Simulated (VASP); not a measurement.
# SnTe (Pm-3m) in VASP: notebook

Aim: see how the results for SnTe move with the level of theory and the settings. Levels: PBEsol, PBE. Tasks: elastic constants.

All numbers are computed with VASP 6.6.1; they aren't measurements. Logs are shortened: lines on timing, memory, paths and dates and some standing lists are left out, and cuts for length are marked.

### 1 The cell of the first run

The structure is cubic, space group Pm-3m (No. 221). Conventional cell: a = 3.905 Å, b = 3.905 Å, c = 3.905 Å, α = 90.00°, β = 90.00°, γ = 90.00°. Within 4.4 Å of Te (site symmetry m-3m) lie 8 Sn at 3.38 Å and 6 Te at 3.90 Å. Sn (site symmetry m-3m) has 8 Te at 3.38 Å and 6 Sn at 3.90 Å within 4.4 Å.

### 2 Elastic constants, PBEsol

INCAR reads:

```
PREC = Accurate
ENCUT = 600
EDIFF = 1E-8
ISMEAR = -1
SIGMA = 0.05
LREAL = False
LASPH = True
NELM = 60
ALGO = Normal
ISIF = 3
LWAVE = False
LCHARG = True
GGA = PS
IBRION = 6
NFREE = 2
POTIM = 0.015
NSW = 1
```

KPOINTS reads:

```
Automatic mesh
0
Gamma
  5 5 5
```

POSCAR reads:

```
SnTe
1.0
    3.9047000000      0.0000000000      0.0000000000
    0.0000000000      3.9047000000      0.0000000000
    0.0000000000      0.0000000000      3.9047000000
Te Sn
1 1
Direct
    0.5000000000      0.5000000000      0.5000000000
    0.0000000000      0.0000000000      0.0000000000
```

Potentials or basis: VASP PAW PBE potentials, release 64 (Te, Sn_d).

Run with:

```console
> cat potpaw_PBE.64/Te/POTCAR potpaw_PBE.64/Sn_d/POTCAR > POTCAR
> mpirun -np 1 vasp_std > vasp.out
```

OUTCAR:

```text
PREC = Accurate
   ENCUT = 600
   EDIFF = 1E-8
   ISMEAR = -1
   LREAL = False
   LASPH = True
   NELM = 60
   ISIF = 3
   GGA = PS
   IBRION = 6
   NFREE = 2
   POTIM = 0.015
   NSW = 1

 ion  position               nearest neighbor table
   1  0.500  0.500  0.500-   2 3.38   2 3.38   2 3.38   2 3.38   2 3.38   2 3.38   2 3.38   2 3.38

   2  0.000  0.000  0.000-   1 3.38   1 3.38   1 3.38   1 3.38   1 3.38   1 3.38   1 3.38   1 3.38

  LATTYP: Found a simple cubic cell.
 ALAT       =     3.9047000000

  Lattice vectors:

 A1 = (   3.9047000000,   0.0000000000,   0.0000000000)
 A2 = (   0.0000000000,   3.9047000000,   0.0000000000)
 A3 = (   0.0000000000,   0.0000000000,   3.9047000000)

Analysis of symmetry for initial positions (statically):
=====================================================================
 Subroutine PRICEL returns:
 Original cell was already a primitive cell.

 Routine SETGRP: Setting up the symmetry group for a
 simple cubic supercell.

 Subroutine GETGRP returns: Found 48 space group operations
 (whereof 48 operations were pure point group operations)
 out of a pool of 48 trial point group operations.

The static configuration has the point symmetry O_h .

Analysis of symmetry for dynamics (positions and initial velocities):
=====================================================================
 Subroutine PRICEL returns:
 Original cell was already a primitive cell.

 Routine SETGRP: Setting up the symmetry group for a
 simple cubic supercell.

 Subroutine GETGRP returns: Found 48 space group operations
 (whereof 48 operations were pure point group operations)
 out of a pool of 48 trial point group operations.

The dynamic configuration has the point symmetry O_h .

 Subroutine INISYM returns: Found 48 space group operations
 (whereof 48 operations are pure point group operations),
 and found     1 'primitive' translations

----------------------------------------------------------------------------------------

                                     Primitive cell
[... 625 lines left out ...]
  ---------------------------------------------------
  free energy    TOTEN  =        -7.90824895 eV

  energy without entropy =       -7.89932868  energy(sigma->0) =       -7.90378882

 E-fermi :   6.9775     XC(G=0): -10.0105

 val. band max:        6.7649161381   @ k =   0.2000   0.2000   0.0000
 cond. band min:       7.0248720043   @ k =   0.2000   0.2000   0.2000
 fundamental gap:      0.2599558662
 Fermi energy:         6.9774747905

 k-point     1 :       0.0000    0.0000    0.0000
  band No.  band energies     occupation
      1     -14.6172      2.00000
      2     -14.6172      2.00000
      3     -14.5793      2.00000
      4     -14.5793      2.00000
      5     -14.5793      2.00000
      6      -5.4274      2.00000
      7       1.5508      2.00000
      8       5.1740      2.00000
      9       5.1740      2.00000
     10       5.1746      2.00000
     11      10.4401      0.00000
     12      10.4423      0.00000
     13      12.2306      0.00000
     14      12.2312      0.00000
[... 316 lines left out ...]
  FREE ENERGIE OF THE ION-ELECTRON SYSTEM (eV)
  ---------------------------------------------------
  free  energy   TOTEN  =        -7.9082489526 eV

  energy  without entropy=       -7.8993286795  energy(sigma->0) =       -7.90378882

 INTERNAL STRAIN TENSORS FROM STRAINED CELLS
 ============================================

 INTERNAL STRAIN TENSOR FOR ION    1 for displacements in x,y,z  (eV/Angst):
          X           Y           Z          XY          YZ          ZX
  --------------------------------------------------------------------------------
  x     0.00000     0.00000     0.00000     0.00000     0.00000     0.00000
  y     0.00000     0.00000     0.00000     0.00000     0.00000     0.00000
  z     0.00000     0.00000     0.00000     0.00000     0.00000     0.00000

 INTERNAL STRAIN TENSORS FROM DISPLACED ATOMS
 ============================================

 INTERNAL STRAIN TENSOR FOR ION    1 for displacements in x,y,z  (eV/Angst):
          X           Y           Z          XY          YZ          ZX
  --------------------------------------------------------------------------------
  x     0.00000     0.00000     0.00000     0.00000     0.00000     0.00000
  y     0.00000     0.00000     0.00000     0.00000     0.00000     0.00000
  z     0.00000     0.00000     0.00000     0.00000     0.00000     0.00000

 INTERNAL STRAIN TENSOR FOR ION    2 for displacements in x,y,z  (eV/Angst):
          X           Y           Z          XY          YZ          ZX
  --------------------------------------------------------------------------------
  x     0.00000     0.00000     0.00000     0.00000     0.00000     0.00000
  y     0.00000     0.00000     0.00000     0.00000     0.00000     0.00000
  z     0.00000     0.00000     0.00000     0.00000     0.00000     0.00000

 Eigenvectors and eigenvalues of the dynamical matrix
 ----------------------------------------------------

   1 f  =    0.003491 THz     0.021936 2PiTHz    0.116453 cm-1     0.014438 meV
             X         Y         Z           dx          dy          dz
      1.952350  1.952350  1.952350     0.037439   -0.178966    0.697640
      0.000000  0.000000  0.000000     0.035961   -0.171900    0.670094
[... 21 lines left out ...]
   6 f/i=    1.672971 THz    10.511585 2PiTHz   55.804299 cm-1     6.918848 meV
             X         Y         Z           dx          dy          dz
      1.952350  1.952350  1.952350    -0.690884    0.012029    0.049016
      0.000000  0.000000  0.000000     0.719285   -0.012523   -0.051031

--------------------------------------------------------------------------------------------------------

 ELASTIC MODULI CONTR FROM IONIC RELAXATION (kBar)
 Direction    XX          YY          ZZ          XY          YZ          ZX
 --------------------------------------------------------------------------------
 XX           0.0000      0.0000      0.0000      0.0000      0.0000      0.0000
 YY           0.0000      0.0000      0.0000      0.0000      0.0000      0.0000
 ZZ           0.0000      0.0000      0.0000      0.0000      0.0000      0.0000
 XY           0.0000      0.0000      0.0000      0.0000      0.0000      0.0000
 YZ           0.0000      0.0000      0.0000      0.0000      0.0000      0.0000
 ZX           0.0000      0.0000      0.0000      0.0000      0.0000      0.0000
 --------------------------------------------------------------------------------

 TOTAL ELASTIC MODULI (kBar)
 Direction    XX          YY          ZZ          XY          YZ          ZX
 --------------------------------------------------------------------------------
 XX         664.2665    303.6421    303.6421     -0.0000      0.0000      0.0000
 YY         303.6421    664.2665    303.6421     -0.0000     -0.0000     -0.0000
 ZZ         303.6421    303.6421    664.2665     -0.0000      0.0000      0.0000
 XY          -0.0000     -0.0000     -0.0000    223.8554      0.0000      0.0000
 YZ           0.0000     -0.0000      0.0000      0.0000    223.8554      0.0000
 ZX           0.0000     -0.0000      0.0000      0.0000      0.0000    223.8554
 --------------------------------------------------------------------------------
```

OSZICAR:

```text
N       E                     dE             d eps       ncg     rms          rms(c)
DAV:   1     0.127721056209E+03    0.12772E+03   -0.10628E+04   280   0.184E+03
DAV:   2     0.329333814728E+01   -0.12443E+03   -0.12265E+03   298   0.395E+02
DAV:   3    -0.771140178237E+01   -0.11005E+02   -0.10690E+02   382   0.101E+02
[... 200 lines left out ...]
DAV:   3    -0.790824300381E+01   -0.41633E-04   -0.66093E-04   660   0.256E-01    0.676E-02
DAV:   4    -0.790824739945E+01   -0.43956E-05   -0.51137E-05   768   0.793E-02    0.349E-02
DAV:   5    -0.790824893303E+01   -0.15336E-05   -0.23557E-06   618   0.182E-02    0.348E-03
DAV:   6    -0.790824896128E+01   -0.28246E-07   -0.20713E-07   660   0.399E-03    0.121E-03
DAV:   7    -0.790824895257E+01    0.87125E-08   -0.21134E-08   478   0.119E-03
  17 F= -.79082490E+01 E0= -.79037888E+01  d E =-.892027E-02
```

Run time: 99 s. Hardware: 1 thread of Intel Xeon 6975P-C (Granite Rapids), shared host; peak memory 0.23 GiB.

Results:

| Item | Value |
| --- | --- |
| Elastic constants C11, C12, C44 | 66, 30, 22 GPa |
| Voigt bulk modulus | 42 GPa |
| Highest phonon frequency at Γ, LO-TO splitting left out | 0 cm⁻¹ |
| Most unstable mode | 56i cm⁻¹ |

Phonon frequencies in cm⁻¹ (negative: imaginary):
| q point | frequencies |
| --- | --- |
| (0.000, 0.000, 0.000) | -56 -56 -56 0 0 0 |

Elastic tensor in Voigt notation (GPa, in the Cartesian axes of the cell as first typed):
```
66 30 30  0  0  0
30 66 30  0  0  0
30 30 66  0  0  0
 0  0  0 22  0  0
 0  0  0  0 22  0
 0  0  0  0  0 22
```

Clamped-ion elastic tensor (GPa):
```
66 30 30  0  0  0
30 66 30  0  0  0
30 30 66  0  0  0
 0  0  0 22  0  0
 0  0  0  0 22  0
 0  0  0  0  0 22
```

Caveat: the cell is under stress, which shifts elastic constants; some modes are imaginary; the PAW data sets were made with another functional, which shifts forces and pressure a little; spin-orbit coupling is left out, which moves the levels of the heavy elements.

### 3 Elastic constants, PBE

INCAR reads:

```
SYSTEM = SnTe
ALGO = Normal
EDIFF = 1E-8
ENCUT = 600
GGA = PE
IBRION = 6
ISIF = 3
ISMEAR = -1
LASPH = .True.
LCHARG = .True.
LREAL = .False.
LWAVE = .False.
NELM = 60
NFREE = 2
NSW = 1
POTIM = 0.015
PREC = Accurate
SIGMA = 0.05
```

KPOINTS reads:

```
k-points
0
Gamma
  5 5 5
  0 0 0
```

POSCAR is that of step 2.

Potentials or basis: VASP PAW PBE potentials, release 64 (Te, Sn_d).

Run with:

```console
> cat potpaw_PBE.64/Te/POTCAR potpaw_PBE.64/Sn_d/POTCAR > POTCAR
> mpirun -np 1 vasp_std > vasp.out
```

Wall time 2.1 min (1 thread of Intel Xeon 6975P-C (Granite Rapids), shared host); peak memory 0.22 GiB.

It converged, with:

| Item | Value |
| --- | --- |
| Elastic constants C11, C12, C44 | 67, 33, 24 GPa |
| Voigt bulk modulus | 44 GPa |
| Highest phonon frequency at Γ, LO-TO splitting left out | 0 cm⁻¹ |
| Most unstable mode | 51i cm⁻¹ |

Phonon frequencies in cm⁻¹ (negative: imaginary):
```tsv
q point	frequencies
(0.000, 0.000, 0.000)	-51 -51 -51 0 0 0
```

Elastic tensor in Voigt notation (GPa, in the Cartesian axes of the cell as first typed):
```
67 33 33  0  0  0
33 67 33  0  0  0
33 33 67  0  0  0
 0  0  0 24  0  0
 0  0  0  0 24  0
 0  0  0  0  0 24
```

Clamped-ion elastic tensor (GPa):
```
67 33 33  0  0  0
33 67 33  0  0  0
33 33 67  0  0  0
 0  0  0 24  0  0
 0  0  0  0 24  0
 0  0  0  0  0 24
```

Caveat: some modes are imaginary; spin-orbit coupling is left out, which moves the levels of the heavy elements.
